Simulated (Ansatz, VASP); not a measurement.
## Ga7P8 in VASP and in Ansatz

```
CELL_PARAMETERS angstrom
0.00000 5.50512 -5.50512
5.50512 5.50512 0.00000
5.50512 0.00000 -5.50512
ATOMIC_POSITIONS crystal
Ga 0.50069 0.99931 0.00069
Ga 0.99931 0.50069 0.00069
Ga 0.99931 0.99931 0.00069
Ga 0.50069 0.50069 0.49931
Ga 0.50069 0.99931 0.49931
Ga 0.99931 0.50069 0.49931
Ga 0.00000 0.00000 0.50000
P 0.36588 0.36588 0.40235
P 0.37641 0.87453 0.37453
P 0.87453 0.37641 0.37453
P 0.87453 0.87453 0.37453
P 0.36588 0.36588 0.86588
P 0.36588 0.90235 0.86588
P 0.90235 0.36588 0.86588
P 0.87453 0.87453 0.87641
```

Change from the starting cell: Ga vacancy (site a), charge +0, atoms relaxed at the host's cell, started again with a moment of 1 muB.

Alike in both runs: task relaxation of the atoms; functional PBE; k mesh 1 × 1 × 1; occupations gaussian, width 0.01 eV; collinear spin.

```csv
,VASP,Ansatz
version,VASP 6.6.1,Ansatz 0.2.0
potentials or method,"VASP PAW PBE potentials, release 64 (Ga_d, P), cutoff 520 eV","scalar-relativistic, plane waves, PAW"
valence electrons in the cell,131,131
```

|  | VASP | Ansatz | Ansatz less VASP |
| --- | --- | --- | --- |
| gap on the k mesh at the Fermi level, each at its own relaxed structure (eV) | 0.96 | 0.95 | -0.011 |
| net moment per atom (μB) | 0.20 | 0.20 | 0.000 |
| size of the moment on the site where the two differ most (μB) | 0.38 | 0.40 | +0.018 |

Site moments also hang on the region over which each program counts them.

Noted on VASP's run: the relaxation stopped at its first step, so nothing moved.
